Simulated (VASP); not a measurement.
# Si2Br (P4_2/mmc) in VASP: further runs

Runs on Si2Br. Level: PBE. Tasks: single point, relaxation of cell and atoms.

Program: VASP 6.6.1. These are calculated values, not measurements. Logs are shortened: lines on timing, memory, paths and dates and some standing lists are left out, and cuts for length are marked.

## (1) The cell of the first run

The structure is tetragonal, space group P4_2/mmc (No. 131). Conventional cell: a = 4.285 Å, b = 4.285 Å, c = 4.671 Å, α = 90.00°, β = 90.00°, γ = 90.00°. Within 2.6 Å of Si (site symmetry 2mm) lie 1 Si at 1.94 Å and 2 Br at 2.15 Å. Br (site symmetry -4m2) has 4 Si at 2.15 Å and 2 Br at 2.34 Å within 2.8 Å.

The cell was generated, and may not be a known phase.

## (2) Single point, PBE

Input file INCAR:

```
SYSTEM = Si2Br
PREC = Accurate
ENCUT = 520
EDIFF = 1E-6
ISMEAR = 0
SIGMA = 0.1
LREAL = .False.
LASPH = .True.
NELM = 80
ALGO = Normal
ISIF = 2
LWAVE = .False.
LCHARG = .True.
GGA = PE
LELF = .True.
LVHAR = .True.
NBANDS = 24
```

Input file KPOINTS:

```
Automatic mesh
0
Gamma
  4 4 4
  0 0 0
```

Input file POSCAR:

```
Si2Br
1.0
    4.2846010000      0.0000000000      0.0000000000
    0.0000000000      4.2846010000      0.0000000000
    0.0000000000      0.0000000000      4.6708664800
Si Br
4 2
Direct
    0.5000000000      0.0000000000      0.7072967400
    0.0000000000      0.5000000000      0.7927032600
    0.0000000000      0.5000000000      0.2072967400
    0.5000000000      0.0000000000      0.2927032600
    0.5000000000      0.5000000000      0.7500000000
    0.5000000000      0.5000000000      0.2500000000
```

Potentials or basis: VASP PAW PBE potentials, release 64 (Si, Br).

The run is started by

```console
cat potpaw_PBE.64/Si/POTCAR potpaw_PBE.64/Br/POTCAR > POTCAR
mpirun -np 1 vasp_std > vasp.out
```

OUTCAR:

```text
SYSTEM = Si2Br
   PREC = Accurate
   ENCUT = 520
   EDIFF = 1E-6
   ISMEAR = 0
   LREAL = .False.
   LASPH = .True.
   NELM = 80
   ISIF = 2
   GGA = PE

 ion  position               nearest neighbor table
   1  0.500  0.000  0.707-   4 1.94   5 2.15   5 2.15   4 2.73   2 3.06   2 3.06   2 3.06   2 3.06

   2  0.000  0.500  0.793-   3 1.94   5 2.15   5 2.15   3 2.73   1 3.06   1 3.06   1 3.06   1 3.06

   3  0.000  0.500  0.207-   2 1.94   6 2.15   6 2.15   2 2.73   4 3.06   4 3.06   4 3.06   4 3.06

   4  0.500  0.000  0.293-   1 1.94   6 2.15   6 2.15   1 2.73   3 3.06   3 3.06   3 3.06   3 3.06

   5  0.500  0.500  0.750-   1 2.15   2 2.15   1 2.15   2 2.15   6 2.34   6 2.34
   6  0.500  0.500  0.250-   3 2.15   4 2.15   4 2.15   3 2.15   5 2.34   5 2.34

  LATTYP: Found a simple tetragonal cell.
 ALAT       =     4.2846010000
 C/A-ratio  =     1.0901520305

  Lattice vectors:

 A1 = (   4.2846010000,   0.0000000000,   0.0000000000)
 A2 = (   0.0000000000,   4.2846010000,   0.0000000000)
 A3 = (   0.0000000000,   0.0000000000,   4.6708664800)

Analysis of symmetry for initial positions (statically):
=====================================================================
 Subroutine PRICEL returns:
 Original cell was already a primitive cell.

 Routine SETGRP: Setting up the symmetry group for a
 simple tetragonal supercell.

 Subroutine GETGRP returns: Found 16 space group operations
 (whereof  8 operations were pure point group operations)
 out of a pool of 16 trial point group operations.

The static configuration has the point symmetry D_2h.
 The point group associated with its full space group is D_4h.

Analysis of symmetry for dynamics (positions and initial velocities):
=====================================================================
 Subroutine PRICEL returns:
 Original cell was already a primitive cell.

 Routine SETGRP: Setting up the symmetry group for a
 simple tetragonal supercell.

 Subroutine GETGRP returns: Found 16 space group operations
 (whereof  8 operations were pure point group operations)
 out of a pool of 16 trial point group operations.

The dynamic configuration has the point symmetry D_2h.
 The point group associated with its full space group is D_4h.

 Subroutine INISYM returns: Found 16 space group operations
 (whereof  8 operations are pure point group operations),
 and found     1 'primitive' translations

----------------------------------------------------------------------------------------

                                     Primitive cell

  volume of cell :      85.7469

  direct lattice vectors                    reciprocal lattice vectors
     4.284601000  0.000000000  0.000000000     0.233393961  0.000000000  0.000000000
     0.000000000  4.284601000  0.000000000     0.000000000  0.233393961  0.000000000
     0.000000000  0.000000000  4.670866480     0.000000000  0.000000000  0.214093039

  length of vectors
     4.284601000  4.284601000  4.670866480     0.233393961  0.233393961  0.214093039

  position of ions in fractional coordinates (direct lattice)
     0.500000000  0.000000000  0.707296740
     0.000000000  0.500000000  0.792703260
     0.000000000  0.500000000  0.207296740
     0.500000000  0.000000000  0.292703260
     0.500000000  0.500000000  0.750000000
     0.500000000  0.500000000  0.250000000

  ion indices of the primitive-cell ions
   primitive index   ion index
                 1           1
                 2           2
                 3           3
                 4           4
                 5           5
                 6           6

----------------------------------------------------------------------------------------

 KPOINTS: Automatic mesh

Automatic generation of k-mesh.
 Grid dimensions read from file:
 generate k-points for:    4    4    4

 Generating k-lattice:

  Cartesian coordinates                     Fractional coordinates (reciprocal lattice)
     0.058348490  0.000000000  0.000000000     0.250000000  0.000000000  0.000000000
     0.000000000  0.058348490  0.000000000     0.000000000  0.250000000  0.000000000
     0.000000000  0.000000000  0.053523260     0.000000000  0.000000000  0.250000000

  Length of vectors
     0.058348490  0.058348490  0.053523260

  Shift w.r.t. Gamma in fractional coordinates (k-lattice)
     0.000000000  0.000000000  0.000000000

 Subroutine IBZKPT returns following result:
 ===========================================

 Found     18 irreducible k-points:

 Following reciprocal coordinates:
            Coordinates               Weight
  0.000000  0.000000  0.000000      1.000000
  0.250000  0.000000  0.000000      4.000000
  0.500000  0.000000  0.000000      2.000000
  0.250000  0.250000  0.000000      4.000000
  0.500000  0.250000  0.000000      4.000000
  0.500000  0.500000  0.000000      1.000000
[... 10 lines left out ...]
  0.500000  0.250000  0.500000      4.000000
  0.500000  0.500000  0.500000      1.000000
   k-points           NKPTS =     18   k-points in BZ     NKDIM =     18   number of bands    NBANDS=     24
   number of dos      NEDOS =    301   number of ions     NIONS =      6
   total plane-waves  NPLWV =  36864
   dimension x,y,z NGX =    32 NGY =   32 NGZ =   36
   dimension x,y,z NGXF=    64 NGYF=   64 NGZF=   72
   ions per type =               4   2
   NGX,Y,Z   is equivalent  to a cutoff of  12.42, 12.42, 12.81 a.u.
   NGXF,Y,Z  is equivalent  to a cutoff of  24.83, 24.83, 25.63 a.u.
 SYSTEM =  Si2Br
   PREC   = accura    normal or accurate (medium, high low for compatibility)
   ISTART =      0    job   : 0-new  1-cont  2-samecut
   ICHARG =      2    charge: 1-file 2-atom 10-const
   ISPIN  =      1    spin polarized calculation?
   LNONCOLLINEAR =      F non collinear calculations
   LSORBIT =      F    spin-orbit coupling
   LASPH  =      T    aspherical Exc in radial PAW
   ENCUT  =  520.0 eV  38.22 Ry    6.18 a.u.   7.97  7.97  8.68*2*pi/ulx,y,z
   NELM   =     80;   NELMIN=  2; NELMDL= -5     # of ELM steps
   EDIFF  = 0.1E-05   stopping-criterion for ELM
   LREAL  =      F    real-space projection
   EDIFFG = 0.1E-04   stopping-criterion for IOM
   NSW    =      0    number of steps for IOM
   IBRION =     -1    ionic relax: 0-MD 1-quasi-New 2-CG
   NFREE  =      0    steps in history (QN), initial steepest desc. (CG)
   ISIF   =      2    stress and relaxation
   ISYM   =      2    0-nonsym 1-usesym 2-fastsym
   POTIM  = 0.5000    time-step for ionic-motion
   TEBEG  =    0.0;   TEEND  =   0.0 temperature during run
   PSTRESS=    0.0 pullay stress
   NELECT =      30.0000    total number of electrons
   NUPDOWN=      -1.0000    fix difference up-down
   EMIN   =  10.00;   EMAX   =-10.00  energy-range for DOS
   EFERMI =   0.00;   METHOD = LEGACY
   ISMEAR =     0;   SIGMA  =   0.10  broadening in eV -4-tet -1-fermi 0-gaus
   EFERMI_NEDOS =   21; number of points for ismear=-14 and -15
   IALGO  =     38    algorithm
   IMIX   =      4    mixing-type and parameters
     AMIX     =   0.40;   BMIX     =  1.00
     AMIX_MAG =   1.60;   BMIX_MAG =  1.00
  volume/ion in A,a.u.               =      14.29        96.44
  Fermi-wavevector in a.u.,A,eV,Ry     =   1.153566  2.179924 18.105475  1.330715
  Thomas-Fermi vector in A             =   2.290209
   LORBIT       =      0    0 simple, 1 ext, 2 COOP (PROOUT), +10 PAW based schemes
   GGA     = PE    functional components
   LHFCALC =     F    Hartree Fock is set to
   AEXX    =    0.0000 exact exchange contribution
   IVDW    =     0    specifies the selected vdW correction
   LEPSILON=     F    determine dielectric tensor
   LRPA    =     F    only Hartree local field effects (RPA)
 non-spin polarized calculation
 Gauss-broadening in eV      SIGMA  =   0.10
  energy-cutoff  :      520.00
  volume of cell :       85.75
 maximum number of plane-waves:      2328
 NGX is ok and might be reduce to    32
   NGX = 15   NGY = 15   NGZ = 17

 number of electron      29.9999999 magnetization

 Free energy of the ion-electron system (eV)
  ---------------------------------------------------
  ext. energy  EPLUGINS =         0.00000000
  ---------------------------------------------------
  free energy    TOTEN  =        -4.91420673 eV

  energy without entropy =       -4.90166716  energy(sigma->0) =       -4.90793694

 E-fermi :  10.5079     XC(G=0): -11.2596

 val. band max:       10.5007761382   @ k =   0.2500   0.0000   0.0000
 cond. band min:      10.6847519063   @ k =   0.5000   0.0000   0.2500
 fundamental gap:      0.1839757681
 Fermi energy:        10.5079366427

 k-point     1 :       0.0000    0.0000    0.0000
  band No.  band energies     occupation
      1     -12.4120      2.00000
      2      -7.9910      2.00000
      3      -2.6925      2.00000
      4      -1.2521      2.00000
      5      -1.2521      2.00000
      6       0.8967      2.00000
[... 16 lines left out ...]
     23      15.9352      0.00000
     24      17.6164      0.00000

 k-point     2 :       0.2500    0.0000    0.0000
  band No.  band energies     occupation
      1     -12.3089      2.00000
      2      -7.9057      2.00000
      3      -3.0535      2.00000
      4      -2.4105      2.00000
      5      -1.1623      2.00000
      6       1.2749      2.00000
[... 16 lines left out ...]
     23      16.3904      0.00000
     24      16.9761      0.00000

 k-point     3 :       0.5000    0.0000    0.0000
  band No.  band energies     occupation
      1     -12.1988      2.00000
      2      -7.8159      2.00000
      3      -3.8892      2.00000
      4      -2.3503      2.00000
      5      -1.0668      2.00000
      6       0.7823      2.00000
[... 16 lines left out ...]
     23      15.4271      0.00000
     24      17.1947      0.00000
[... 352 lines left out ...]
 k-point    17 :       0.5000    0.2500    0.5000
  band No.  band energies     occupation
      1     -10.6077      2.00000
      2     -10.5673      2.00000
      3      -2.8266      2.00000
      4      -1.8045      2.00000
      5      -1.5224      2.00000
      6      -0.6026      2.00000
[... 16 lines left out ...]
     23      16.5102      0.00000
     24      18.1463      0.00000

 k-point    18 :       0.5000    0.5000    0.5000
  band No.  band energies     occupation
      1     -10.4818      2.00000
      2     -10.4818      2.00000
      3      -2.7312      2.00000
      4      -2.7312      2.00000
      5      -1.3825      2.00000
      6      -1.3825      2.00000
[... 16 lines left out ...]
     23      15.2745      0.00000
     24      15.2745      0.00000

------------------------ aborting loop because EDIFF is reached ----------------------------------------

  FORCE on cell =-STRESS in cart. coord.  units (eV):
  Direction    XX          YY          ZZ          XY          YZ          ZX
  --------------------------------------------------------------------------------------
  -------------------------------------------------------------------------------------
  Total       44.6198176     44.6198176     58.9802019      0.0000000      0.0000000      0.0000000
  in kB      833.7198664    833.7198664   1102.0431885      0.0000000      0.0000000      0.0000000
  external PRESSURE =     923.1609738 kB  Pullay stress =       0.0000000 kB

 VOLUME and BASIS-vectors are now :
 -----------------------------------------------------------------------------
  energy-cutoff  :      520.00
  volume of cell :       85.75
      direct lattice vectors                 reciprocal lattice vectors
     4.284601000  0.000000000  0.000000000     0.233393961  0.000000000  0.000000000
     0.000000000  4.284601000  0.000000000     0.000000000  0.233393961  0.000000000
     0.000000000  0.000000000  4.670866480     0.000000000  0.000000000  0.214093039

 POSITION                                       TOTAL-FORCE (eV/Angst)
 -----------------------------------------------------------------------------------
      2.14230      0.00000      3.30369         0.000000     -0.000000      7.916921
      0.00000      2.14230      3.70261         0.000000     -0.000000     -7.916921
      0.00000      2.14230      0.96826         0.000000     -0.000000      7.916921
      2.14230      0.00000      1.36718         0.000000      0.000000     -7.916921
      2.14230      2.14230      3.50315         0.000000     -0.000000      0.000000
      2.14230      2.14230      1.16772         0.000000     -0.000000      0.000000
 -----------------------------------------------------------------------------------
    total drift:                                0.000000     -0.000000     -0.000000

  FREE ENERGIE OF THE ION-ELECTRON SYSTEM (eV)
  ---------------------------------------------------
  free  energy   TOTEN  =        -4.9142067265 eV

  energy  without entropy=       -4.9016671621  energy(sigma->0) =       -4.90793694
```

Run time: 20 s. Hardware: 1 thread of Intel Xeon Platinum 8488C (Sapphire Rapids), shared host; peak memory 0.19 GiB.

What came out:

```yaml
Free_energy: -4.9142 eV
Pressure: 92.3 GPa
Largest_force: 7.917 eV/Å
Band_gap_on_the_k_mesh: zero (bands 15 and 16 overlap by 2.48 eV)
```

Forces on the atoms (eV/Å):
```
Si   0.000  0.000  7.917
Si   0.000  0.000 -7.917
Si   0.000  0.000  7.917
Si   0.000  0.000 -7.917
Br   0.000  0.000  0.000
Br   0.000  0.000  0.000
```

Levels at points of the mesh, in eV from the Fermi level:
| k point | band 11 | band 12 | band 13 | band 14 | band 15 | band 16 | band 17 | band 18 | band 19 | band 20 |
| --- | --- | --- | --- | --- | --- | --- | --- | --- | --- | --- |
| (0.00, 0.00, 0.00) | -3.12 | -2.40 | -2.20 | -1.23 | -1.23 | 0.46 | 0.46 | 1.20 | 1.54 | 4.21 |
| (0.50, 0.00, 0.00) | -3.02 | -2.94 | -1.92 | -1.36 | -0.52 | 0.20 | 1.60 | 1.64 | 2.04 | 4.42 |
| (0.50, 0.50, 0.00) | -1.92 | -1.92 | -1.22 | -0.88 | 0.44 | 0.64 | 1.62 | 3.39 | 3.88 | 3.88 |
| (0.00, 0.00, 0.50) | -6.14 | -6.14 | -0.04 | -0.04 | 2.08 | 2.08 | 2.46 | 2.46 | 2.68 | 2.68 |
| (0.50, 0.00, 0.50) | -3.79 | -2.39 | -1.95 | -1.10 | -0.43 | -0.29 | 0.28 | 1.78 | 3.20 | 3.33 |
| (0.50, 0.50, 0.50) | -3.69 | -3.69 | -0.73 | -0.73 | 0.22 | 0.22 | 2.74 | 2.74 | 3.03 | 3.03 |

Caveat: the k points lie up to 0.37 Å⁻¹ apart, too coarse for converged energies and pressures of a metal; forces of over 1 eV/Å act on the atoms, so gaps and moduli don't describe the material at rest.

## (3) Relaxation of cell and atoms, PBE

Input file INCAR:

```
  PREC = Accurate
  ENCUT = 600
  EDIFF = 1E-7
  ISMEAR = 0
  SIGMA = 0.1
  LREAL = False
  LASPH = True
  NELM = 100
  ALGO = Normal
  ISIF = 3
  LWAVE = False
  LCHARG = False
  GGA = PE
  IBRION = 2
  NSW = 90
  EDIFFG = -0.04
```

Input file KPOINTS:

```
Automatic mesh
0
Gamma
  4 4 4
```

POSCAR is that of step 2.

Potentials or basis: VASP PAW PBE potentials, release 64 (Si, Br).

The run is started by

```console
cat potpaw_PBE.64/Si/POTCAR potpaw_PBE.64/Br/POTCAR > POTCAR
mpirun -np 1 vasp_std > vasp.out
```

Run time: 8 min. Hardware: 1 thread of Intel Xeon Platinum 8488C (Sapphire Rapids), shared host; peak memory 0.23 GiB.

It converged, with:

| Quantity | Value |
| --- | --- |
| Free energy | -18.9306 eV |
| Relaxed volume | 33.48 Å³/atom |
| Relaxed cell | a = 5.225 Å, b = 5.225 Å, c = 7.360 Å, α = 90.00°, β = 90.00°, γ = 90.00° |
| Space group after relaxing (to 0.1 Å) | P4_2/mmc (No. 131) |
| Energy gained by relaxing | 2335.9 meV/atom |
| Ionic steps | 32 |
| Pressure after relaxing | 0.0 GPa |
| Largest force after relaxing | 0.013 eV/Å |
| Band gap on the k mesh | zero (bands 15 and 16 overlap by 1.29 eV) |

Forces in eV/Å, atoms in the order of the input:
```
Si   0.000  0.000  0.013
Si   0.000  0.000 -0.013
Si   0.000  0.000  0.013
Si   0.000  0.000 -0.013
Br   0.000  0.000  0.000
Br   0.000  0.000  0.000
```

Stress tensor (GPa, compression positive):
```
 0.10  0.00  0.00
 0.00  0.10  0.00
 0.00  0.00 -0.12
```

The path:
```
step  energy change (eV)  largest force (eV/Å)  pressure (GPa)  volume (Å³)
   1              0.0000                7.9170           92.32        85.75
   2            -12.3599                1.0083           -4.81       233.40
   3            -13.1515                0.1144            3.78       151.96
   4            -13.3695                0.4114           -1.61       180.28
   5            -13.4005                0.3122           -0.22       171.55
   6            -13.3970                0.2876            0.18       169.44
   7            -13.4411                0.2288            0.40       169.24
   8            -13.4438                0.2003            0.50       169.16
   9            -13.4575                0.2165            0.14       171.26
  10            -13.4766                0.2593           -0.77       177.64
  11            -13.4853                0.2564           -0.75       177.89
  12            -13.5105                0.2378           -0.67       178.64
  13            -13.5550                0.1632           -0.44       180.13
  14            -13.6181                0.1001            0.30       183.10
  15            -12.6207                4.3824            5.13       188.98
  16            -13.6146                0.2322            0.51       183.27
  17            -13.6216                0.2717            0.57       183.56
  18            -13.6387                0.4188            0.78       184.42
  19            -13.6444                0.8145            1.25       186.13
  20            -13.6813                0.7998            1.23       187.36
  21            -13.7797                0.8619            1.29       190.98
  22            -13.8228                1.4197            1.65       197.81
  23            -13.9438                0.8264            0.84       200.72
  24            -14.0003                0.0694           -0.44       206.81
  25            -14.0069                0.0847           -0.20       205.47
  26            -14.0071                0.1220           -0.14       205.17
  27            -14.0081                0.1176           -0.12       204.81
  28            -14.0105                0.1049           -0.04       203.75
  29            -14.0135                0.0812            0.11       201.62
  30            -14.0112                0.0367            0.43       197.40
  31            -14.0139                0.0701            0.20       200.37
  32            -14.0153                0.0129            0.02       200.89
```

Final structure:
```
Si Br
1.0
     5.22459    0.00000    0.00000
     0.00000    5.22459    0.00000
     0.00000    0.00000    7.35965
Si Br
4 2
Direct
  0.50000 0.00000 0.83877
  0.00000 0.50000 0.66123
  0.00000 0.50000 0.33877
  0.50000 0.00000 0.16123
  0.50000 0.50000 0.75000
  0.50000 0.50000 0.25000
```

Levels at points of the mesh, in eV from the Fermi level:
| k point | band 11 | band 12 | band 13 | band 14 | band 15 | band 16 | band 17 | band 18 | band 19 |
| --- | --- | --- | --- | --- | --- | --- | --- | --- | --- |
| (0.00, 0.00, 0.00) | -4.19 | -2.51 | -0.96 | -0.62 | 0.12 | 0.12 | 2.22 | 2.58 | 2.58 |
| (0.50, 0.00, 0.00) | -2.74 | -0.67 | -0.66 | -0.53 | -0.34 | 0.71 | 0.82 | 1.74 | 1.91 |
| (0.50, 0.50, 0.00) | -1.92 | -0.61 | -0.61 | -0.01 | 0.26 | 0.50 | 0.62 | 0.62 | 1.21 |
| (0.00, 0.00, 0.50) | -3.43 | -3.43 | -0.40 | -0.40 | 0.25 | 0.25 | 2.21 | 2.21 | 2.58 |
| (0.50, 0.00, 0.50) | -3.65 | -0.81 | -0.43 | -0.34 | -0.28 | 0.74 | 0.92 | 1.52 | 1.87 |
| (0.50, 0.50, 0.50) | -1.36 | -1.36 | -0.70 | -0.70 | 0.89 | 0.89 | 0.94 | 0.94 | 2.50 |

Caveat: the k points lie up to 0.30 Å⁻¹ apart in the final cell, too coarse for converged energies and pressures of a metal; the volume moved by over 15 % at a fixed basis, so the end points are rough.

(Continued in part 2 of 2.)

The gap in the log of VASP goes by the Fermi energy; the results here count the filled bands.